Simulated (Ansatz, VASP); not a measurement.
# Ca: VASP beside Ansatz

```
Ca
1.0
     0.00000    3.01774    2.57066
     3.01774    0.00000    2.57066
     3.01774    3.01774    0.00000
Ca
1
Cartesian
  0.0000 0.0000 0.0000
```

Change from the starting cell: strain +0.080 along x and y, -0.080 along z, atoms carried along.

Alike in both runs: task single point; functional PBE; k mesh 14 × 14 × 14; occupations gaussian, width 0.15 eV; no spin polarisation.

|  | VASP | Ansatz |
| --- | --- | --- |
| version | VASP 6.6.1 | Ansatz 0.2.0 |
| potentials or method | VASP PAW PBE potentials, release 64 (Ca_sv), cutoff 520 eV | scalar-relativistic, plane waves, PAW |
| valence electrons in the cell | 10 | 10 |

```csv
,VASP,Ansatz,Ansatz less VASP
gap on the k mesh at the Fermi level (eV),none,none,-
pressure (GPa),-1.5,-1.5,-0.01
"traceless stress, the component that is largest in VASP (GPa)",0.22,0.22,-0.001
```

A gap of «none» marks a metal or a gap that the smearing closes. With one functional, cell and mesh, what is left measures potentials, basis and numerics.
